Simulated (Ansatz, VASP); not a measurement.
**One calculation of AlN, two programs**

```
CELL_PARAMETERS angstrom
0.00000 2.18866 2.18866
2.18866 0.00000 2.18866
2.18866 2.18866 0.00000
ATOMIC_POSITIONS crystal
Al 0.99775 0.01127 0.00225
N 0.75434 0.72830 0.74566
```

Change from the starting cell: mode 4 frozen in at -0.057 Å and mode 5 at -0.038 Å (largest displacements).

Alike in both runs: task single point; functional PBEsol; k mesh 10 × 10 × 10; occupations gaussian, width 0.05 eV; no spin polarisation.

```csv
,VASP,Ansatz
version,VASP 6.6.1,Ansatz 0.2.0
potentials or method,"VASP PAW PBE potentials, release 64 (Al, N), cutoff 520 eV","scalar-relativistic, plane waves, PAW"
valence electrons in the cell,8,8
```

Ansatz gave:

```
gap on the k mesh at the Fermi level (eV)                     : 2.92
least direct gap on the mesh (eV)                             : 3.77
pressure (GPa)                                                : 1.3
traceless stress, the component that is largest in VASP (GPa) : -6.05
rms of the force components (eV/Å)                            : 0.889
```

Q: What did VASP give for the same quantities?

A: gap on the k mesh at the Fermi level (eV): 2.91; least direct gap on the mesh (eV): 3.79; pressure (GPa): 1.4; traceless stress, the component that is largest in VASP (GPa): -6.14; rms of the force components (eV/Å): 0.896.

VASP's potentials were made for PBE, not for PBEsol, and Ansatz warns of the same on its side. Atom by atom the forces differ by 0.007 eV/Å (rms over components).
